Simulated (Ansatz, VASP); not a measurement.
# Ge in VASP and in Ansatz

```
Ge
1.0
    -1.60842    1.60842    1.87318
     1.60842   -1.60842    1.87318
     1.60842    1.60842   -1.87318
Ge
1
Direct
  0.50000 0.50000 0.00000
```

Alike in both runs: functional RPBE; k mesh 12 × 12 × 12; occupations fermi-dirac, width 0.05 eV; no spin polarisation.

|  | VASP | Ansatz |
| --- | --- | --- |
| version | VASP 6.6.1 | Ansatz 0.2.0 |
| potentials or method | VASP PAW PBE potentials, release 64 (Ge_d) | Ansatz PAW |
| plane-wave cutoff (eV) | 520 | 420 |
| valence electrons in the cell | 14 | 14 |
| task | single point | band structure |

|  | VASP | Ansatz | Ansatz less VASP |
| --- | --- | --- | --- |
| gap on the k mesh at the Fermi level (eV) | none | none | - |
| pressure (GPa) | 2.1 | 2.2 | +0.08 |
| traceless stress, the component that is largest in VASP (GPa) | 0.40 | 0.40 | -0.005 |

VASP's potentials were made for PBE, not for RPBE. A gap of «none» marks a metal or a gap that the smearing closes. With one functional, cell and mesh, what is left measures potentials, basis and numerics.
